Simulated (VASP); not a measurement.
# Ge5H2 in VASP: notebook, part 2 of 2

VASP 6.6.1.

## (3) Single point, PBE

The input, INCAR:

```
SYSTEM = Ge5H2
PREC     = Accurate       ! precision mode
ENCUT    = 410            ! plane-wave cutoff, eV
EDIFF    = 1E-6           ! SCF threshold, eV
ISMEAR   = 0              ! smearing method
SIGMA    = 0.05           ! smearing width, eV
LREAL    = .FALSE.        ! projectors in reciprocal space
LASPH    = .TRUE.         ! aspherical terms in the spheres
NELM     = 120            ! most SCF steps
ALGO     = Normal         ! electronic algorithm
ISIF     = 2              ! what is computed and relaxed
LWAVE    = .FALSE.        ! write WAVECAR
LCHARG   = .FALSE.        ! write CHGCAR
LDIPOL   = .TRUE.       
IDIPOL   = 3            
DIPOL    = 0.5 0.5 0.344
GGA      = PE             ! functional
NBANDS   = 164            ! bands
GGA_COMPAT= .FALSE.      
NELMDL   = -8
```

The input, KPOINTS:

```
regular mesh
0
G
  3 3 1
  0 0 0
```

The input, POSCAR:

```
Ge5H2
1.0
    8.1473826809      0.0000000000      0.0000000000
    0.0000000000      8.1473826809      0.0000000000
    0.0000000000      0.0000000000     19.5175094652
Ge H
20 8
Direct
    0.5000000000      0.5000000000      0.2513865784
    0.5000000000      0.0000000000      0.2513865784
    0.0000000000      0.5000000000      0.2513865784
    0.0000000000      0.0000000000      0.2513865784
    0.7500000000      0.5000000000      0.3251801834
    0.7500000000      0.0000000000      0.3251801834
    0.2500000000      0.5000000000      0.3251801834
    0.2500000000      0.0000000000      0.3251801834
    0.7506618265      0.7496557935      0.4040270593
    0.7506618265      0.2503442065      0.4040270593
    0.2481191622      0.7482950111      0.3982316800
    0.2481191622      0.2517049889      0.3982316800
    0.0058171086      0.7402552569      0.4779623221
    0.0058171086      0.2597447431      0.4779623221
    0.4957336431      0.7260741845      0.4767266841
    0.4957336431      0.2739258155      0.4767266841
    0.0850133294      0.0000000000      0.5443076775
    0.0922240088      0.5000000000      0.5553234273
    0.3788542254      0.0000000000      0.5090749980
    0.4288620503      0.5000000000      0.5651091045
    0.5083944213      0.6502083350      0.2033868863
    0.5083944213      0.3497916650      0.2033868863
    0.5083944213      0.1502083350      0.2033868863
    0.5083944213     -0.1502083350      0.2033868863
   -0.0083944213      0.3497916650      0.2033868863
   -0.0083944213      0.6502083350      0.2033868863
   -0.0083944213     -0.1502083350      0.2033868863
   -0.0083944213      0.1502083350      0.2033868863
```

Potentials or basis: VASP PAW PBE potentials, release 64 (Ge_d, H).

Run with:

```bash
cat potpaw_PBE.64/Ge_d/POTCAR potpaw_PBE.64/H/POTCAR > POTCAR
mpirun -np 1 vasp_std > vasp.out
```

OUTCAR:

```text
SYSTEM = Ge5H2
   PREC = Accurate
   ENCUT = 410
   EDIFF = 1E-6
   ISMEAR = 0
   LREAL = .FALSE.
   LASPH = .TRUE.
   NELM = 120
   ISIF = 2
   GGA = PE
   NELMDL = -8

 ion  position               nearest neighbor table
   1  0.500  0.500  0.251-  21 1.54  22 1.54   5 2.49   7 2.49
   2  0.500  0.000  0.251-  23 1.54  24 1.54   6 2.49   8 2.49
   3  0.000  0.500  0.251-  25 1.54  26 1.54   5 2.49   7 2.49
   4  0.000  0.000  0.251-  27 1.54  28 1.54   6 2.49   8 2.49
   5  0.750  0.500  0.325-   1 2.49   3 2.49   9 2.55  10 2.55
   6  0.750  0.000  0.325-   2 2.49   4 2.49   9 2.56  10 2.56
[... 8 lines left out ...]
  15  0.496  0.726  0.477-  19 2.51   9 2.52  11 2.54  20 2.58
  16  0.496  0.274  0.477-  19 2.51  10 2.52  12 2.54  20 2.58
  17  0.085  0.000  0.544-  19 2.49  14 2.56  13 2.56
  18  0.092  0.500  0.555-  13 2.57  14 2.57  20 2.75
[... 887 lines left out ...]
 VOLUME and BASIS-vectors are now :
 -----------------------------------------------------------------------------
  energy-cutoff  :      410.00
  volume of cell :     1295.57
      direct lattice vectors                 reciprocal lattice vectors
     8.147382681  0.000000000  0.000000000     0.122738803  0.000000000  0.000000000
     0.000000000  8.147382681  0.000000000     0.000000000  0.122738803  0.000000000
     0.000000000  0.000000000 19.517509465     0.000000000  0.000000000  0.051236045

 POSITION                                       TOTAL-FORCE (eV/Angst)
 -----------------------------------------------------------------------------------
      4.07369      4.07369      4.90644         0.031334      0.000000      0.299585
      4.07369      0.00000      4.90644         0.099544      0.000000      0.283083
      0.00000      4.07369      4.90644        -0.062493      0.000000      0.268497
      0.00000      0.00000      4.90644        -0.050169      0.000000      0.254328
      6.11054      4.07369      6.34671         0.090895      0.000000      0.184334
      6.11054      0.00000      6.34671         0.020558      0.000000      0.277601
[... 20 lines left out ...]
      8.07899      6.92358      3.96961         0.023689      0.008799      0.027163
      8.07899      1.22380      3.96961         0.023689     -0.008799      0.027163
 -----------------------------------------------------------------------------------
    total drift:                                0.001604      0.000000     -0.017305

  FREE ENERGIE OF THE ION-ELECTRON SYSTEM (eV)
  ---------------------------------------------------
  free  energy   TOTEN  =      -110.8303599435 eV

  energy  without entropy=     -110.8237385394  energy(sigma->0) =     -110.82704924

 vacuum level on the upper side and lower side of the slab         3.109         3.121
```

stdout:

```text
POSCAR found type information on POSCAR GeH
 POSCAR found :  2 types and      28 ions
 scaLAPACK will be used
 -----------------------------------------------------------------------------
|                                                                             |
|                                                                             |
|     You have a (more or less) 'large supercell' and for larger cells it     |
|     might be more efficient to use real-space projection operators.         |
|     Therefore, try LREAL= Auto in the INCAR file.                           |
|     Mind: For very accurate calculation, you might also keep the            |
|     reciprocal projection scheme (i.e. LREAL=.FALSE.).                      |
|                                                                             |
 -----------------------------------------------------------------------------

 LDA part: xc-table for (Slater+PW92), standard interpolation
 POSCAR, INCAR and KPOINTS ok, starting setup
 FFT: planning ... GRIDC
 FFT: planning ... GRID_SOFT
 FFT: planning ... GRID
 WAVECAR not read
 entering main loop
```

It took 42 min on 1 thread of Intel Xeon Platinum 8259CL at 2.50GHz (Skylake/Cascade Lake), shared host; peak memory 1 GiB.

Results:

| Property | Result |
| --- | --- |
| Free energy | -110.8304 eV |
| Largest force | 0.587 eV/Å |
| Band gap on the k mesh | zero (bands 144 and 145 overlap by 0.09 eV) |

Forces in eV/Å, atoms in the order of the input:
```
Ge   0.031  0.000  0.300
Ge   0.100  0.000  0.283
Ge  -0.062  0.000  0.268
Ge  -0.050  0.000  0.254
Ge   0.091  0.000  0.184
Ge   0.021  0.000  0.278
Ge   0.021  0.000 -0.586
Ge  -0.133  0.000 -0.285
Ge  -0.007 -0.011 -0.008
Ge  -0.007  0.011 -0.008
Ge   0.018  0.001  0.005
Ge   0.018 -0.001  0.005
Ge   0.004  0.000  0.013
Ge   0.004  0.000  0.013
Ge  -0.020 -0.013 -0.010
Ge  -0.020  0.013 -0.010
Ge   0.000  0.000 -0.240
Ge   0.019  0.000 -0.556
Ge   0.007  0.000 -0.007
Ge  -0.005  0.000 -0.002
H   -0.028 -0.010  0.006
H   -0.028  0.010  0.006
H   -0.046 -0.005  0.026
H   -0.046  0.005  0.026
H    0.036  0.016 -0.004
H    0.036 -0.016 -0.004
H    0.024  0.009  0.027
H    0.024 -0.009  0.027
```

Levels at points of the mesh, in eV from the Fermi level:
| k point | band 140 | band 141 | band 142 | band 143 | band 144 | band 145 | band 146 | band 147 | band 148 | band 149 |
| --- | --- | --- | --- | --- | --- | --- | --- | --- | --- | --- |
| (0.00, 0.00, 0.00) | -0.70 | -0.51 | -0.44 | -0.16 | -0.15 | -0.09 | 0.64 | 0.82 | 1.28 | 1.56 |
